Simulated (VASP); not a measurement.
# Ga (Cmcm) in VASP: notebook

The runs below take Ga through electric field gradients, with LDA.

All numbers are computed with VASP 6.6.1; they aren't measurements. Logs are shortened: lines on timing, memory, paths and dates and some standing lists are left out, and cuts for length are marked.

## (1) The cell of the first run

It takes space group Cmcm (No. 63, orthorhombic). Conventional cell: a = 2.929 Å, b = 8.211 Å, c = 3.170 Å, α = 90.00°, β = 90.00°, γ = 90.00°. Within 3.6 Å of Ga (site symmetry m2m) lie 10 Ga at 2.70 to 3.17 Å.

## (2) Electric field gradients, LDA (equal xx and yy strain of +1 %)

File INCAR:

```
ALGO     = Normal         # electronic algorithm
EDIFF    = 1E-8           # SCF threshold, eV
ENCUT    = 520            # plane-wave cutoff, eV
ISIF     = 2              # what is computed and relaxed
ISMEAR   = -1             # smearing method
LASPH    = T              # aspherical terms in the spheres
LCHARG   = F              # write CHGCAR
LEFG     = T            
LREAL    = F              # projectors in reciprocal space
LWAVE    = F              # write WAVECAR
NBANDS   = 20             # bands
NELM     = 80             # most SCF steps
PREC     = Accurate       # precision mode
SIGMA    = 0.08           # smearing width, eV
```

File KPOINTS:

```
k-points
0
Gamma
  12 12 10
```

File POSCAR:

```
Ga
1.0
    1.4645000000     -4.1056500000      0.0000000000
    1.4645000000      4.1056500000      0.0000000000
    0.0000000000      0.0000000000      3.1700000000
Ga
2
Direct
    0.8670000000      0.1330000000      0.2500000000
    0.1330000000      0.8670000000      0.7500000000
```

Potentials or basis: VASP PAW LDA potentials, release 64 (Ga_d).

On the command line:

```console
> cat potpaw_LDA.64/Ga_d/POTCAR > POTCAR
> mpirun -np 1 vasp_std > vasp.out
```

OUTCAR:

```text
EDIFF = 1E-8
   ENCUT = 520
   ISIF = 2
   ISMEAR = -1
   LASPH = T
   LREAL = F
   NELM = 80
   PREC = Accurate

 ion  position               nearest neighbor table
   1  0.867  0.133  0.250-   2 2.70   2 2.70   2 2.89   2 2.89   2 2.89   2 2.89
   2  0.133  0.867  0.750-   1 2.70   1 2.70   1 2.89   1 2.89   1 2.89   1 2.89

  LATTYP: Found a base centered orthorhombic cell.
 ALAT       =     2.9290000000
 B/A-ratio  =     2.8034482759
 C/A-ratio  =     1.0822806419

  Lattice vectors:

 A1 = (   1.4645000000,  -4.1056500000,   0.0000000000)
 A2 = (   1.4645000000,   4.1056500000,   0.0000000000)
 A3 = (   0.0000000000,   0.0000000000,   3.1700000000)

Analysis of symmetry for initial positions (statically):
=====================================================================
 Subroutine PRICEL returns:
 Original cell was already a primitive cell.

 Routine SETGRP: Setting up the symmetry group for a
 base centered orthorhombic supercell.

 Subroutine GETGRP returns: Found  8 space group operations
 (whereof  4 operations were pure point group operations)
 out of a pool of  8 trial point group operations.

The static configuration has the point symmetry C_2h.
 The point group associated with its full space group is D_2h.

Analysis of symmetry for dynamics (positions and initial velocities):
=====================================================================
 Subroutine PRICEL returns:
 Original cell was already a primitive cell.

 Routine SETGRP: Setting up the symmetry group for a
 base centered orthorhombic supercell.

 Subroutine GETGRP returns: Found  8 space group operations
 (whereof  4 operations were pure point group operations)
 out of a pool of  8 trial point group operations.

The dynamic configuration has the point symmetry C_2h.
 The point group associated with its full space group is D_2h.

 Subroutine INISYM returns: Found  8 space group operations
 (whereof  4 operations are pure point group operations),
 and found     1 'primitive' translations

----------------------------------------------------------------------------------------

                                     Primitive cell

  volume of cell :      38.1207

  direct lattice vectors                    reciprocal lattice vectors
     1.464500000 -4.105650000  0.000000000     0.341413452 -0.121783396  0.000000000
     1.464500000  4.105650000  0.000000000     0.341413452  0.121783396  0.000000000
     0.000000000  0.000000000  3.170000000     0.000000000  0.000000000  0.315457413

  length of vectors
     4.359027664  4.359027664  3.170000000     0.362483573  0.362483573  0.315457413

  position of ions in fractional coordinates (direct lattice)
     0.867000000  0.133000000  0.250000000
     0.133000000  0.867000000  0.750000000

  ion indices of the primitive-cell ions
   primitive index   ion index
                 1           1
                 2           2

----------------------------------------------------------------------------------------

 KPOINTS: k-points

Automatic generation of k-mesh.
 Grid dimensions read from file:
 generate k-points for:   12   12   10

 Generating k-lattice:

  Cartesian coordinates                     Fractional coordinates (reciprocal lattice)
     0.028451121 -0.010148616  0.000000000     0.083333333  0.000000000  0.000000000
     0.028451121  0.010148616  0.000000000     0.000000000  0.083333333  0.000000000
     0.000000000  0.000000000  0.031545741     0.000000000  0.000000000  0.100000000

  Length of vectors
     0.030206964  0.030206964  0.031545741

  Shift w.r.t. Gamma in fractional coordinates (k-lattice)
     0.000000000  0.000000000  0.000000000

 Subroutine IBZKPT returns following result:
 ===========================================

 Found    258 irreducible k-points:

 Following reciprocal coordinates:
            Coordinates               Weight
  0.000000  0.000000  0.000000      1.000000
  0.083333 -0.000000  0.000000      4.000000
  0.166667 -0.000000  0.000000      4.000000
  0.250000  0.000000  0.000000      4.000000
  0.333333 -0.000000  0.000000      4.000000
  0.416667  0.000000  0.000000      4.000000
[... 16 lines left out ...]
  0.500000  0.166667  0.000000      4.000000
 -0.416667  0.166667  0.000000      4.000000
 [... further k-points ...]
   k-points           NKPTS =    258   k-points in BZ     NKDIM =    258   number of bands    NBANDS=     20
   number of dos      NEDOS =    301   number of ions     NIONS =      2
   total plane-waves  NPLWV =  24576
   dimension x,y,z NGX =    32 NGY =   32 NGZ =   24
   dimension x,y,z NGXF=    64 NGYF=   64 NGZF=   48
   ions per type =               2
   NGX,Y,Z   is equivalent  to a cutoff of  12.20, 12.20, 12.59 a.u.
   NGXF,Y,Z  is equivalent  to a cutoff of  24.41, 24.41, 25.17 a.u.
 SYSTEM =  unknown system
   PREC   = accura    normal or accurate (medium, high low for compatibility)
   ISTART =      0    job   : 0-new  1-cont  2-samecut
   ICHARG =      2    charge: 1-file 2-atom 10-const
   ISPIN  =      1    spin polarized calculation?
   LNONCOLLINEAR =      F non collinear calculations
   LSORBIT =      F    spin-orbit coupling
   LASPH  =      T    aspherical Exc in radial PAW
   ENCUT  =  520.0 eV  38.22 Ry    6.18 a.u.   8.10  8.10  5.89*2*pi/ulx,y,z
   NELM   =     80;   NELMIN=  2; NELMDL= -5     # of ELM steps
   EDIFF  = 0.1E-07   stopping-criterion for ELM
   LREAL  =      F    real-space projection
   EDIFFG = 0.1E-06   stopping-criterion for IOM
   NSW    =      0    number of steps for IOM
   IBRION =     -1    ionic relax: 0-MD 1-quasi-New 2-CG
   NFREE  =      0    steps in history (QN), initial steepest desc. (CG)
   ISIF   =      2    stress and relaxation
   ISYM   =      2    0-nonsym 1-usesym 2-fastsym
   POTIM  = 0.5000    time-step for ionic-motion
   TEBEG  =    0.0;   TEEND  =   0.0 temperature during run
   PSTRESS=    0.0 pullay stress
   NELECT =      26.0000    total number of electrons
   NUPDOWN=      -1.0000    fix difference up-down
   EMIN   =  10.00;   EMAX   =-10.00  energy-range for DOS
   EFERMI =   0.00;   METHOD = LEGACY
   ISMEAR =    -1;   SIGMA  =   0.08  broadening in eV -4-tet -1-fermi 0-gaus
   EFERMI_NEDOS =   21; number of points for ismear=-14 and -15
   IALGO  =     38    algorithm
   IMIX   =      4    mixing-type and parameters
     AMIX     =   0.40;   BMIX     =  1.00
     AMIX_MAG =   1.60;   BMIX_MAG =  1.00
  volume/ion in A,a.u.               =      19.06       128.63
  Fermi-wavevector in a.u.,A,eV,Ry     =   1.441050  2.723190 28.254206  2.076626
  Thomas-Fermi vector in A             =   2.559726
   LORBIT       =      0    0 simple, 1 ext, 2 COOP (PROOUT), +10 PAW based schemes
   GGA     = CA    functional components
   LHFCALC =     F    Hartree Fock is set to
   AEXX    =    0.0000 exact exchange contribution
   IVDW    =     0    specifies the selected vdW correction
   LEPSILON=     F    determine dielectric tensor
   LRPA    =     F    only Hartree local field effects (RPA)
 non-spin polarized calculation
  energy-cutoff  :      520.00
  volume of cell :       38.12
 maximum number of plane-waves:      1046
   NGX = 17   NGY = 17   NGZ = 11

 number of electron      26.0000002 magnetization

 Free energy of the ion-electron system (eV)
  ---------------------------------------------------
  ext. energy  EPLUGINS =         0.00000000
  ---------------------------------------------------
  free energy    TOTEN  =        -7.08665835 eV

  energy without entropy =       -7.06954715  energy(sigma->0) =       -7.07810275

 E-fermi :   5.2024     XC(G=0): -11.2302

 val. band max:        5.1856757331   @ k =   0.1667   0.1667   0.2000
 cond. band min:       5.2121942717   @ k =   0.4167   0.0000   0.0000
 fundamental gap:      0.0265185386
 Fermi energy:         5.2024100576

 k-point     1 :       0.0000    0.0000    0.0000
  band No.  band energies     occupation
      1     -10.0340      2.00000
      2     -10.0085      2.00000
      3      -9.9445      2.00000
      4      -9.9261      2.00000
      5      -9.7531      2.00000
      6      -9.7363      2.00000
[... 12 lines left out ...]
     19      16.2596      0.00000
     20      16.7935      0.00000
[... 507 lines left out ...]
 k-point    24 :      -0.4167    0.1667    0.0000
  band No.  band energies     occupation
      1      -9.9599      2.00000
      2      -9.9335      2.00000
      3      -9.9223      2.00000
      4      -9.8605      2.00000
      5      -9.8192      2.00000
      6      -9.7708      2.00000
[... 12 lines left out ...]
     19      15.7868      0.00000
     20      17.6467      0.00000

 [... further k-points ...]

------------------------ aborting loop because EDIFF is reached ----------------------------------------

  FORCE on cell =-STRESS in cart. coord.  units (eV):
  Direction    XX          YY          ZZ          XY          YZ          ZX
  --------------------------------------------------------------------------------------
  -------------------------------------------------------------------------------------
  Total       -1.5578451     -0.8971028     -0.7805248      0.0000000      0.0000000      0.0000000
  in kB      -65.4748193    -37.7044184    -32.8047495      0.0000000      0.0000000      0.0000000
  external PRESSURE =     -45.3279957 kB  Pullay stress =       0.0000000 kB

 VOLUME and BASIS-vectors are now :
 -----------------------------------------------------------------------------
  energy-cutoff  :      520.00
  volume of cell :       38.12
      direct lattice vectors                 reciprocal lattice vectors
     1.464500000 -4.105650000  0.000000000     0.341413452 -0.121783396  0.000000000
     1.464500000  4.105650000  0.000000000     0.341413452  0.121783396  0.000000000
     0.000000000  0.000000000  3.170000000     0.000000000  0.000000000  0.315457413

 POSITION                                       TOTAL-FORCE (eV/Angst)
 -----------------------------------------------------------------------------------
      1.46450     -3.01355      0.79250         0.000000      0.172986     -0.000000
      1.46450      3.01355      2.37750         0.000000     -0.172986      0.000000
 -----------------------------------------------------------------------------------
    total drift:                                0.000000      0.000000     -0.000000

  FREE ENERGIE OF THE ION-ELECTRON SYSTEM (eV)
  ---------------------------------------------------
  free  energy   TOTEN  =        -7.0866583530 eV

  energy  without entropy=       -7.0695471462  energy(sigma->0) =       -7.07810275

 Electric field gradients (V/A^2)
---------------------------------------------------------------------
 ion       V_xx      V_yy      V_zz      V_xy      V_xz      V_yz
---------------------------------------------------------------------
   1      11.648   -27.161    15.513    -0.000     0.000    -0.000
   2      11.648   -27.161    15.513     0.000     0.000     0.000
---------------------------------------------------------------------

 Electric field gradients after diagonalization (V/A^2)
 (convention: |V_zz| > |V_xx| > |V_yy|)
----------------------------------------------------------------------
 ion       V_xx      V_yy      V_zz     asymmetry (V_yy - V_xx)/ V_zz
----------------------------------------------------------------------
   1      15.513    11.648   -27.161       0.142
   2      15.513    11.648   -27.161       0.142
----------------------------------------------------------------------

           NMR quadrupolar parameters

 Cq : quadrupolar parameter    Cq=e*Q*V_zz/h
 eta: asymmetry parameters     (V_yy - V_xx)/ V_zz
 Q  : nuclear electric quadrupole moment in mb (millibarn)
----------------------------------------------------------------------
 ion       Cq(MHz)       eta       Q (mb)
----------------------------------------------------------------------
   1      -0.066       0.142       1.000
   2      -0.066       0.142       1.000
----------------------------------------------------------------------
```

It took 49 s on 1 thread of Intel Xeon 6975P-C (Granite Rapids), shared host; peak memory 0.26 GiB.

What came out:

| Property | Result |
| --- | --- |
| Free energy | -7.0867 eV |
| Pressure | -4.5 GPa |
| Largest force | 0.173 eV/Å |
| Band gap on the k mesh | zero (bands 13 and 14 overlap by 9.28 eV) |
| Largest electric field gradient by atom | Ga -27.2 V/Å² |

Forces in eV/Å, atoms in the order of the input:
```
Ga   0.000  0.173  0.000
Ga   0.000 -0.173  0.000
```

Levels at points of the mesh, in eV from the Fermi level:
```tsv
k point	band 9	band 10	band 11	band 12	band 13	band 14	band 15	band 16	band 17	band 18
(0.00, 0.00, 0.00)	-14.90	-14.74	-11.09	-2.24	-1.75	3.01	6.79	7.52	8.45	10.22
(0.50, 0.00, 0.00)	-14.81	-14.80	-6.73	-5.35	-1.74	-0.53	6.26	6.67	8.65	9.24
(0.50, 0.50, 0.00)	-14.85	-14.81	-9.11	-8.49	5.19	5.55	5.89	7.00	7.10	9.25
(0.00, 0.00, 0.50)	-14.82	-14.82	-7.28	-7.28	1.85	1.85	2.39	2.39	9.98	9.98
(0.50, 0.00, 0.50)	-14.79	-14.79	-3.09	-3.09	-1.55	-1.55	1.83	1.83	4.21	4.21
(0.50, 0.50, 0.50)	-14.86	-14.86	-5.55	-5.55	-4.09	-4.09	9.29	9.29	11.04	11.04
```

Electric field gradients, principal values (V/Å²):
| atom | least | middle | greatest (by size) |
| --- | --- | --- | --- |
| 1 Ga | 11.648 | 15.513 | -27.161 |
| 2 Ga | 11.648 | 15.513 | -27.161 |

Caveat: the cell differs from its parent crystal (equal xx and yy strain of +1 %); the cell stands under tension; without QUAD_EFG the Cq values of the log hold for a quadrupole moment of 1 mb, not for the nuclei.

(Continued in part 2 of 2.)

The gap in the log of VASP goes by the Fermi energy; the results here count the filled bands.